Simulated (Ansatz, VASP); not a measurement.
**One calculation of TlCClO2, two programs**

Contents of INCAR:

```
SYSTEM = TlCClO2
PREC = Accurate
ENCUT = 520
EDIFF = 1E-6
ISMEAR = -1
SIGMA = 0.0184
LREAL = .FALSE.
LASPH = .TRUE.
NELM = 60
ALGO = Normal
ISIF = 2
LWAVE = .FALSE.
LCHARG = .TRUE.
GGA = PS
LELF = .TRUE.
LVHAR = .TRUE.
NBANDS = 47
```

Contents of KPOINTS:

```
Automatic mesh
0
G
  4 4 2
  0 0 0
```

The input POSCAR:

```
TlCClO2
1.0
    2.9887290000      2.9536660000      0.0000000000
    2.9887290000     -2.9536660000      0.0000000000
    0.8643680000      0.0000000000     -9.4393650000
C Cl O Tl
2 2 4 2
Direct
    0.6330000000      0.3670000000      0.5000000000
    0.3670000000      0.6330000000      0.5000000000
    0.2730000000      0.2730000000      0.8811000000
    0.7270000000      0.7270000000      0.1189000000
    0.7880000000      0.3280000000      0.6109000000
    0.6720000000      0.2120000000      0.3891000000
    0.2120000000      0.6720000000      0.3891000000
    0.3280000000      0.7880000000      0.6109000000
    0.7732000000      0.7732000000      0.7770000000
    0.2268000000      0.2268000000      0.2230000000
```

Input for Ansatz:

```yaml
crystal:
  lattice:
    - [2.988729, 2.953666, 0.0]
    - [2.988729, -2.953666, 0.0]
    - [0.864368, 0.0, -9.439365]
  atoms:
    - { symbol: C, position: [0.633, 0.367, 0.5] }
    - { symbol: C, position: [0.367, 0.633, 0.5] }
    - { symbol: Cl, position: [0.273, 0.273, 0.8811] }
    - { symbol: Cl, position: [0.727, 0.727, 0.1189] }
    - { symbol: O, position: [0.788, 0.328, 0.6109] }
    - { symbol: O, position: [0.672, 0.212, 0.3891] }
    - { symbol: O, position: [0.212, 0.672, 0.3891] }
    - { symbol: O, position: [0.328, 0.788, 0.6109] }
    - { symbol: Tl, position: [0.7732, 0.7732, 0.777] }
    - { symbol: Tl, position: [0.2268, 0.2268, 0.223] }
  symmetry: { tolerance: 0.0003 }
kpoints:
  mp_grid: { grid: [4, 4, 2], shift: [0, 0, 0] }
magnetization:
  spin_polarized: false
scf:
  occupations: { method: fermi_dirac, width: 0.0184 }
hamiltonian:
  pseudopotentials: { kind: paw }
  xc: pbesol
basis:
  ecutwfc: 420
output:
  forces: true
  stress: true
  eigenvalues: true
```

Alike in both runs: task single point; functional PBEsol; k mesh 4 × 4 × 2; occupations fermi-dirac, width 0.0184 eV; no spin polarisation.

```csv
,VASP,Ansatz
version,VASP 6.6.1,Ansatz 0.2.0
potentials or method,"VASP PAW PBE potentials, release 64 (C, Cl, O, Tl_d), cutoff 520 eV",PAW plane waves
valence electrons in the cell,72,72
```

```csv
,VASP,Ansatz,Ansatz less VASP
gap on the k mesh at the Fermi level (eV),none,none,-
pressure (GPa),-3.6,-4.0,-0.44
"traceless stress, the component that is largest in VASP (GPa)",1.52,2.07,+0.545
rms of the force components (eV/Å),0.291,0.437,+0.1465
```

VASP's potentials were made for PBE, not for PBEsol. Atom by atom the forces differ by 0.150 eV/Å (rms over components). A gap of «none» marks a metal or a gap that the smearing closes.

The k mesh is coarse, so the values compare programs but aren't converged. Spin-orbit coupling is off throughout.
